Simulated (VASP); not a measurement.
# W (P6_3/mmc) in VASP: notebook

W is run at these levels: PBEsol; tasks: single point, relaxation of cell and atoms.

All numbers are computed with VASP 6.6.1; they aren't measurements. Logs are shortened: lines on timing, memory, paths and dates and some standing lists are left out, and cuts for length are marked.

## Step 1: The cell of the first run

It takes space group P6_3/mmc (No. 194, hexagonal). Conventional cell: a = 2.913 Å, b = 2.913 Å, c = 4.729 Å, α = 90.00°, β = 90.00°, γ = 120.00°. Within 3.8 Å of W (site symmetry -6m2) lie 12 W at 2.90 to 2.91 Å.

This isn't the form of W at room conditions, which is bcc.

## Step 2: Single point, PBEsol

Input file INCAR:

```
ALGO     = Fast           # electronic algorithm
EDIFF    = 1E-6           # SCF threshold, eV
ENCUT    = 520            # plane-wave cutoff, eV
GGA      = PS             # functional
ISIF     = 2              # what is computed and relaxed
ISMEAR   = 0              # smearing method
LASPH    = True           # aspherical terms in the spheres
LCHARG   = True           # write CHGCAR
LELF     = True           # ELF
LREAL    = False          # projectors in reciprocal space
LVHAR    = True         
LWAVE    = False          # write WAVECAR
NBANDS   = 21             # bands
NELM     = 100            # most SCF steps
PREC     = Accurate       # precision mode
SIGMA    = 0.1            # smearing width, eV
```

Input file KPOINTS:

```
k-points
0
Gamma
  9 9 4
```

Input file POSCAR:

```
W
1.0
    2.9134635405      0.0000000000      0.0000000000
   -1.4567317703      2.5231334391      0.0000000000
    0.0000000000      0.0000000000      4.7287056219
W
2
Direct
    0.3333333333      0.6666666667      0.2500000000
    0.6666666667      0.3333333333      0.7500000000
```

Potentials or basis: VASP PAW PBE potentials, release 64 (W_sv).

Command:

```console
> cat potpaw_PBE.64/W_sv/POTCAR > POTCAR
> mpirun -np 1 vasp_std > vasp.out
```

OUTCAR:

```text
EDIFF = 1E-6
   ENCUT = 520
   GGA = PS
   ISIF = 2
   ISMEAR = 0
   LASPH = True
   LREAL = False
   NELM = 100
   PREC = Accurate

 ion  position               nearest neighbor table
   1  0.333  0.667  0.250-   2 2.90   2 2.90   2 2.90   2 2.90   2 2.90   2 2.90
   2  0.667  0.333  0.750-   1 2.90   1 2.90   1 2.90   1 2.90   1 2.90   1 2.90

  LATTYP: Found a hexagonal cell.
 ALAT       =     2.9134635405
 C/A-ratio  =     1.6230529595

  Lattice vectors:

 A1 = (   2.9134635405,   0.0000000000,   0.0000000000)
 A2 = (  -1.4567317703,   2.5231334391,   0.0000000000)
 A3 = (   0.0000000000,   0.0000000000,   4.7287056219)

Analysis of symmetry for initial positions (statically):
=====================================================================
 Subroutine PRICEL returns:
 Original cell was already a primitive cell.

 Routine SETGRP: Setting up the symmetry group for a
 hexagonal supercell.

 Subroutine GETGRP returns: Found 24 space group operations
 (whereof 12 operations were pure point group operations)
 out of a pool of 24 trial point group operations.

The static configuration has the point symmetry D_3d.
 The point group associated with its full space group is D_6h.

Analysis of symmetry for dynamics (positions and initial velocities):
=====================================================================
 Subroutine PRICEL returns:
 Original cell was already a primitive cell.

 Routine SETGRP: Setting up the symmetry group for a
 hexagonal supercell.

 Subroutine GETGRP returns: Found 24 space group operations
 (whereof 12 operations were pure point group operations)
 out of a pool of 24 trial point group operations.

The dynamic configuration has the point symmetry D_3d.
 The point group associated with its full space group is D_6h.

 Subroutine INISYM returns: Found 24 space group operations
 (whereof 12 operations are pure point group operations),
 and found     1 'primitive' translations

----------------------------------------------------------------------------------------

                                     Primitive cell

  volume of cell :      34.7610

  direct lattice vectors                    reciprocal lattice vectors
     2.913463541  0.000000000  0.000000000     0.343234088  0.198166293  0.000000000
    -1.456731770  2.523133439  0.000000000     0.000000000  0.396332586  0.000000000
     0.000000000  0.000000000  4.728705622     0.000000000  0.000000000  0.211474361

  length of vectors
     2.913463541  2.913463541  4.728705622     0.396332586  0.396332586  0.211474361

[... 79 lines left out ...]
   NELM   =    100;   NELMIN=  2; NELMDL= -5     # of ELM steps
   EDIFF  = 0.1E-05   stopping-criterion for ELM
   LREAL  =      F    real-space projection
   EDIFFG = 0.1E-04   stopping-criterion for IOM
   NSW    =      0    number of steps for IOM
   IBRION =     -1    ionic relax: 0-MD 1-quasi-New 2-CG
   NFREE  =      0    steps in history (QN), initial steepest desc. (CG)
   ISIF   =      2    stress and relaxation
   ISYM   =      2    0-nonsym 1-usesym 2-fastsym
   POTIM  = 0.5000    time-step for ionic-motion
   TEBEG  =    0.0;   TEEND  =   0.0 temperature during run
   PSTRESS=    0.0 pullay stress
   NELECT =      28.0000    total number of electrons
   NUPDOWN=      -1.0000    fix difference up-down
   EMIN   =  10.00;   EMAX   =-10.00  energy-range for DOS
   EFERMI =   0.00;   METHOD = LEGACY
   ISMEAR =     0;   SIGMA  =   0.10  broadening in eV -4-tet -1-fermi 0-gaus
   EFERMI_NEDOS =   21; number of points for ismear=-14 and -15
   IALGO  =     68    algorithm
   IMIX   =      4    mixing-type and parameters
     AMIX     =   0.40;   BMIX     =  1.00
     AMIX_MAG =   1.60;   BMIX_MAG =  1.00
  volume/ion in A,a.u.               =      17.38       117.29
  Fermi-wavevector in a.u.,A,eV,Ry     =   1.523223  2.878474 31.568349  2.320208
  Thomas-Fermi vector in A             =   2.631695
   LORBIT       =      0    0 simple, 1 ext, 2 COOP (PROOUT), +10 PAW based schemes
   GGA     = PS    functional components
   LHFCALC =     F    Hartree Fock is set to
   AEXX    =    0.0000 exact exchange contribution
   IVDW    =     0    specifies the selected vdW correction
   LEPSILON=     F    determine dielectric tensor
   LRPA    =     F    only Hartree local field effects (RPA)
 non-spin polarized calculation
 RMM-DIIS sequential band-by-band and
 Gauss-broadening in eV      SIGMA  =   0.10
  energy-cutoff  :      520.00
  volume of cell :       34.76
 maximum number of plane-waves:       966
 NGX is ok and might be reduce to    24
   NGX = 11   NGY = 11   NGZ = 17

 number of electron      27.9999999 magnetization

 Free energy of the ion-electron system (eV)
  ---------------------------------------------------
  ext. energy  EPLUGINS =         0.00000000
  ---------------------------------------------------
  free energy    TOTEN  =       -26.26097527 eV

  energy without entropy =      -26.24595175  energy(sigma->0) =      -26.25346351

 E-fermi :   9.5397     XC(G=0): -13.2365

 val. band max:        9.5078281319   @ k =   0.1111   0.0000   0.0000
 cond. band min:       9.5472829815   @ k =   0.4444  -0.0000   0.2500
 fundamental gap:      0.0394548497
 Fermi energy:         9.5396718349

 k-point     1 :       0.0000    0.0000    0.0000
  band No.  band energies     occupation
      1     -64.1730      2.00000
      2     -64.0888      2.00000
      3     -28.8062      2.00000
      4     -28.0109      2.00000
      5     -28.0109      2.00000
      6     -27.8778      2.00000
[... 565 lines left out ...]
     20      16.3793      0.00000
     21      19.2361      0.00000

 [... further k-points ...]

------------------------ aborting loop because EDIFF is reached ----------------------------------------

  FORCE on cell =-STRESS in cart. coord.  units (eV):
  Direction    XX          YY          ZZ          XY          YZ          ZX
  --------------------------------------------------------------------------------------
  -------------------------------------------------------------------------------------
  Total       -5.7234012     -5.7234012     -2.1193149      0.0000000      0.0000000      0.0000000
  in kB     -263.7987204   -263.7987204    -97.6818752      0.0000000      0.0000000      0.0000000
  external PRESSURE =    -208.4264387 kB  Pullay stress =       0.0000000 kB

 VOLUME and BASIS-vectors are now :
 -----------------------------------------------------------------------------
  energy-cutoff  :      520.00
  volume of cell :       34.76
      direct lattice vectors                 reciprocal lattice vectors
     2.913463541  0.000000000  0.000000000     0.343234088  0.198166293  0.000000000
    -1.456731770  2.523133439  0.000000000     0.000000000  0.396332586  0.000000000
     0.000000000  0.000000000  4.728705622     0.000000000  0.000000000  0.211474361

 POSITION                                       TOTAL-FORCE (eV/Angst)
 -----------------------------------------------------------------------------------
     -0.00000      1.68209      1.18218        -0.000000     -0.000000      0.000000
      1.45673      0.84104      3.54653         0.000000      0.000000      0.000000
 -----------------------------------------------------------------------------------
    total drift:                               -0.000000      0.000000     -0.000000

  FREE ENERGIE OF THE ION-ELECTRON SYSTEM (eV)
  ---------------------------------------------------
  free  energy   TOTEN  =       -26.2609752688 eV

  energy  without entropy=      -26.2459517482  energy(sigma->0) =      -26.25346351
```

OSZICAR:

```text
N       E                     dE             d eps       ncg     rms          rms(c)
DAV:   1     0.292622006379E+03    0.29262E+03   -0.17113E+04  1512   0.154E+03
DAV:   2    -0.179042420293E+02   -0.31053E+03   -0.30299E+03  1656   0.462E+02
DAV:   3    -0.276103725872E+02   -0.97061E+01   -0.94691E+01  1773   0.822E+01
DAV:   4    -0.277190313545E+02   -0.10866E+00   -0.10839E+00  1587   0.901E+00
DAV:   5    -0.277201644659E+02   -0.11331E-02   -0.11331E-02  1705   0.971E-01    0.250E+01
RMM:   6    -0.265368707760E+02    0.11833E+01   -0.15014E+00  1554   0.912E+00    0.952E+00
RMM:   7    -0.262667473554E+02    0.27012E+00   -0.10379E+00  1663   0.706E+00    0.110E+00
RMM:   8    -0.262608676157E+02    0.58797E-02   -0.45845E-02  1875   0.153E+00    0.306E-01
RMM:   9    -0.262608428248E+02    0.24791E-04   -0.98249E-03  1824   0.730E-01    0.642E-02
RMM:  10    -0.262609547635E+02   -0.11194E-03   -0.12827E-03  1978   0.295E-01    0.135E-02
RMM:  11    -0.262609714629E+02   -0.16699E-04   -0.24552E-04  1875   0.134E-01    0.744E-03
RMM:  12    -0.262609748292E+02   -0.33663E-05   -0.36616E-05  1788   0.510E-02    0.456E-03
RMM:  13    -0.262609752688E+02   -0.43968E-06   -0.91920E-06  1500   0.271E-02
   1 F= -.26260975E+02 E0= -.26253464E+02  d E =-.150235E-01
```

Wall time 38 s (1 thread of Intel Xeon 8259CL, shared host); peak memory 0.16 GiB.

Results:

```yaml
Free_energy: -26.2610 eV
Pressure: -20.8 GPa
Band_gap_on_the_k_mesh: zero (bands 14 and 15 overlap by 1.43 eV)
```

Stress tensor (GPa, compression positive):
```
-26.38   0.00   0.00
  0.00 -26.38   0.00
  0.00   0.00  -9.77
```

Levels at points of the mesh, in eV from the Fermi level:
```
           k point  band 12  band 13  band 14  band 15  band 16  band 17
(0.00, 0.00, 0.00)    -0.44    -0.44     0.31     0.31     0.57     1.22
(0.00, 0.00, 0.50)    -1.36    -0.53    -0.53    -0.53    -0.53     3.28
```

Caveat: the stress differs along the axes, from -26 to -10 GPa; the PAW data sets were made with another functional, which shifts forces and pressure a little; spin-orbit coupling is left out, which moves the levels of the heavy elements.

## Step 3: Relaxation of cell and atoms, PBEsol

Input file INCAR:

```
SYSTEM = W
PREC = Accurate
ENCUT = 600
EDIFF = 1E-6
ISMEAR = 0
SIGMA = 0.1
LREAL = .FALSE.
LASPH = .TRUE.
NELM = 60
ALGO = Normal
ISIF = 3
LWAVE = .FALSE.
LCHARG = .FALSE.
GGA = PS
IBRION = 2
NSW = 90
EDIFFG = -0.04
```

Input file KPOINTS:

```
Automatic mesh
0
G
  6 6 4
  0 0 0
```

POSCAR is that of step 2.

Potentials or basis: VASP PAW PBE potentials, release 64 (W_sv).

Command:

```console
> cat potpaw_PBE.64/W_sv/POTCAR > POTCAR
> mpirun -np 1 vasp_std > vasp.out
```

OUTCAR:

```text
SYSTEM = W
   PREC = Accurate
   ENCUT = 600
   EDIFF = 1E-6
   ISMEAR = 0
   LREAL = .FALSE.
   LASPH = .TRUE.
   NELM = 60
   ISIF = 3
   GGA = PS
   IBRION = 2
   NSW = 90
   EDIFFG = -0.04

 ion  position               nearest neighbor table
   1  0.333  0.667  0.250-   2 2.90   2 2.90   2 2.90   2 2.90   2 2.90   2 2.90
   2  0.667  0.333  0.750-   1 2.90   1 2.90   1 2.90   1 2.90   1 2.90   1 2.90

  LATTYP: Found a hexagonal cell.
 ALAT       =     2.9134635405
 C/A-ratio  =     1.6230529595

  Lattice vectors:

 A1 = (   2.9134635405,   0.0000000000,   0.0000000000)
 A2 = (  -1.4567317703,   2.5231334391,   0.0000000000)
 A3 = (   0.0000000000,   0.0000000000,   4.7287056219)

Analysis of symmetry for initial positions (statically):
=====================================================================
 Subroutine PRICEL returns:
 Original cell was already a primitive cell.

 Routine SETGRP: Setting up the symmetry group for a
 hexagonal supercell.

 Subroutine GETGRP returns: Found 24 space group operations
 (whereof 12 operations were pure point group operations)
 out of a pool of 24 trial point group operations.

The static configuration has the point symmetry D_3d.
 The point group associated with its full space group is D_6h.

Analysis of symmetry for dynamics (positions and initial velocities):
=====================================================================
 Subroutine PRICEL returns:
 Original cell was already a primitive cell.

 Routine SETGRP: Setting up the symmetry group for a
 hexagonal supercell.

 Subroutine GETGRP returns: Found 24 space group operations
 (whereof 12 operations were pure point group operations)
 out of a pool of 24 trial point group operations.

The dynamic configuration has the point symmetry D_3d.
 The point group associated with its full space group is D_6h.

 Subroutine INISYM returns: Found 24 space group operations
 (whereof 12 operations are pure point group operations),
 and found     1 'primitive' translations

----------------------------------------------------------------------------------------

                                     Primitive cell

[... 127 lines left out ...]

 number of electron      28.0000001 magnetization

 Free energy of the ion-electron system (eV)
  ---------------------------------------------------
  ext. energy  EPLUGINS =         0.00000000
  ---------------------------------------------------
  free energy    TOTEN  =       -26.24803472 eV

  energy without entropy =      -26.22396233  energy(sigma->0) =      -26.23599853

------------------------ aborting loop because EDIFF is reached ----------------------------------------

  FORCE on cell =-STRESS in cart. coord.  units (eV):
  Direction    XX          YY          ZZ          XY          YZ          ZX
  --------------------------------------------------------------------------------------
  -------------------------------------------------------------------------------------
  Total       -5.3560875     -5.3560875     -2.7231129      0.0000000     -0.0000000      0.0000000
  in kB     -246.8687718   -246.8687718   -125.5116815      0.0000000     -0.0000000      0.0000000
  external PRESSURE =    -206.4164084 kB  Pullay stress =       0.0000000 kB
[... 89 lines left out ...]
  FREE ENERGIE OF THE ION-ELECTRON SYSTEM (eV)
  ---------------------------------------------------
  free  energy   TOTEN  =       -26.4585796857 eV

  energy  without entropy=      -26.4373476414  energy(sigma->0) =      -26.44796366

 E-fermi :   9.8452     XC(G=0): -13.3656

 val. band max:        9.7804945565   @ k =   0.3333   0.0000   0.2500
 cond. band min:       9.8945315092   @ k =   0.0000   0.0000   0.2500
 fundamental gap:      0.1140369528
 Fermi energy:         9.8452266090

 k-point     1 :       0.0000    0.0000    0.0000
  band No.  band energies     occupation
      1     -63.8768      2.00000
      2     -63.8225      2.00000
      3     -28.4959      2.00000
      4     -27.7351      2.00000
      5     -27.4814      2.00000
      6     -27.4814      2.00000
[... 418 lines left out ...]
      5     -28.2197      2.00000
      6     -28.2197      2.00000
[... 10 lines left out ...]
     17      14.0931      0.00000
     18      14.0931      0.00000

[... ionic steps 4 to 10 ...]

--------------------------------------- Ionic step       11  -------------------------------------------

 number of electron      28.0000000 magnetization

------------------------ aborting loop because EDIFF is reached ----------------------------------------
[... 67 lines left out ...]
--------------------------------------- Ionic step       13  -------------------------------------------

 number of electron      28.0000000 magnetization

 Free energy of the ion-electron system (eV)
  ---------------------------------------------------
  ext. energy  EPLUGINS =         0.00000000
  ---------------------------------------------------
  free energy    TOTEN  =       -26.58656043 eV

  energy without entropy =      -26.57696202  energy(sigma->0) =      -26.58176122

 E-fermi :  10.5215     XC(G=0): -13.6393

 val. band max:       10.5082256156   @ k =   0.3333   0.0000   0.2500
 cond. band min:      10.5237107444   @ k =   0.0000   0.0000   0.2500
 fundamental gap:      0.0154851288
 Fermi energy:        10.5215244638

 k-point     1 :       0.0000    0.0000    0.0000
  band No.  band energies     occupation
      1     -63.1180      2.00000
      2     -63.0421      2.00000
      3     -27.8525      2.00000
      4     -26.8903      2.00000
      5     -26.7096      2.00000
      6     -26.7096      2.00000
[... 459 lines left out ...]
  FREE ENERGIE OF THE ION-ELECTRON SYSTEM (eV)
  ---------------------------------------------------
  free  energy   TOTEN  =       -26.5865604274 eV

  energy  without entropy=      -26.5769620213  energy(sigma->0) =      -26.58176122

 reached required accuracy - stopping structural energy minimisation
```

OSZICAR:

```text
N       E                     dE             d eps       ncg     rms          rms(c)
DAV:   1     0.304232830185E+03    0.30423E+03   -0.19101E+04   756   0.197E+03
DAV:   2    -0.179334808921E+02   -0.32217E+03   -0.31852E+03   820   0.539E+02
DAV:   3    -0.275675332719E+02   -0.96341E+01   -0.94409E+01   954   0.897E+01
[... 109 lines left out ...]
DAV:   2    -0.265873304538E+02    0.27438E-02   -0.45239E-03   768   0.697E-01    0.160E-01
DAV:   3    -0.265865537850E+02    0.77667E-03   -0.23718E-03   820   0.408E-01    0.523E-02
DAV:   4    -0.265865689173E+02   -0.15132E-04   -0.12558E-04   790   0.114E-01    0.175E-02
DAV:   5    -0.265865605546E+02    0.83627E-05   -0.30488E-05   832   0.501E-02    0.425E-03
DAV:   6    -0.265865604274E+02    0.12720E-06   -0.12037E-06   448   0.122E-02
  13 F= -.26586560E+02 E0= -.26581761E+02  d E =-.466124E-03
```

CONTCAR:

```text
W
   1.00000000000000
     2.7545661045064502    0.0000000000030993   -0.0000000000000000
    -1.3772830522978141    2.3855242229274132    0.0000000000000000
    -0.0000000000000000   -0.0000000000000000    4.9187921065451521
  W
     2
Direct
     0.3333333332999970    0.6666666667000030    0.2500000000000000
     0.6666666667000030    0.3333333332999970    0.7500000000000000

  0.00000000E+00  0.00000000E+00  0.00000000E+00
  0.00000000E+00  0.00000000E+00  0.00000000E+00
```

It took 2.7 min on 1 thread of Intel Xeon 8259CL, shared host; peak memory 0.18 GiB.

Results:

- Free energy: -26.5866 eV
- Relaxed volume: 16.16 Å³/atom
- Relaxed cell: a = 2.755 Å, b = 2.755 Å, c = 4.919 Å, α = 90.00°, β = 90.00°, γ = 120.00°
- Space group after relaxing (to 0.1 Å): P6_3/mmc (No. 194)
- Pressure after relaxing: 0.0 GPa
- Band gap on the k mesh: zero (bands 14 and 15 overlap by 1.75 eV)

Final structure:
```
W
1.0
     2.75457    0.00000    0.00000
    -1.37728    2.38552    0.00000
     0.00000    0.00000    4.91879
W
2
Cartesian
  0.0000 1.5903 1.2297
  1.3773 0.7952 3.6891
```

Caveat: the k points lie up to 0.44 Å⁻¹ apart in the final cell, too coarse for converged energies and pressures of a metal; the PAW data sets were made with another functional, which shifts forces and pressure a little; spin-orbit coupling is left out, which moves the levels of the heavy elements.

The gap in the log of VASP goes by the Fermi energy; the results here count the filled bands.